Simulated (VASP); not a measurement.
Here is a VASP 6.6.1 calculation.

INCAR

```
SYSTEM = Na2YMgC6N6
PREC = Accurate
ENCUT = 520
EDIFF = 1E-7
ISMEAR = 0
SIGMA = 0.1
LREAL = Auto
LASPH = .True.
NELM = 150
ALGO = Normal
ISIF = 2
LWAVE = .False.
LCHARG = .False.
ISPIN = 2
MAGMOM = 0 0 0 0 1 1 1 1 1 1 1 1 1 1 1 1
LORBIT = 11
LMAXMIX = 4
GGA = PE
NBANDS = 58
```

KPOINTS

```
Automatic mesh
0
Gamma
  4 4 4
  0 0 0
```

POSCAR

```
Na2YMgC6N6
1.0
    0.0000000000      5.3600000000      5.3600000000
    5.3600000000      0.0000000000      5.3600000000
    5.3600000000      5.3600000000      0.0000000000
Na Y Mg C N
2 1 1 6 6
Direct
    0.2500000000      0.2500000000      0.2500000000
    0.7500000000      0.7500000000      0.7500000000
    0.5000000000      0.5000000000      0.5000000000
    0.0000000000      0.0000000000      0.0000000000
    0.8152985100      0.1847014900      0.1847014900
    0.1847014900      0.8152985100      0.1847014900
    0.1847014900      0.1847014900      0.8152985100
    0.1847014900      0.8152985100      0.8152985100
    0.8152985100      0.1847014900      0.8152985100
    0.8152985100      0.8152985100      0.1847014900
    0.7061567200      0.2938432800      0.2938432800
    0.2938432800      0.7061567200      0.2938432800
    0.2938432800      0.2938432800      0.7061567200
    0.2938432800      0.7061567200      0.7061567200
    0.7061567200      0.2938432800      0.7061567200
    0.7061567200      0.7061567200      0.2938432800
```

Potentials or basis: VASP PAW PBE potentials, release 64 (Na_pv, Y_sv, Mg, C, N).

The run is started by

```sh
$ cat potpaw_PBE.64/Na_pv/POTCAR potpaw_PBE.64/Y_sv/POTCAR potpaw_PBE.64/Mg/POTCAR potpaw_PBE.64/C/POTCAR potpaw_PBE.64/N/POTCAR > POTCAR
$ mpirun -np 1 vasp_std > vasp.out
```

Estimate the net moment.

0.00 μB per cell.

Predict the largest force.

0.946 eV/Å.

Forces on the atoms (eV/Å):
```
Na   0.000  0.000  0.000
Na   0.000  0.000  0.000
Y    0.000  0.000  0.000
Mg   0.000  0.000  0.000
C    0.946  0.000  0.000
C    0.000  0.946  0.000
C    0.000  0.000  0.946
C   -0.946  0.000  0.000
C    0.000 -0.946  0.000
C    0.000  0.000 -0.946
N    0.136  0.000  0.000
N    0.000  0.136  0.000
N    0.000  0.000  0.136
N   -0.136  0.000  0.000
N    0.000 -0.136  0.000
N    0.000  0.000 -0.136
```
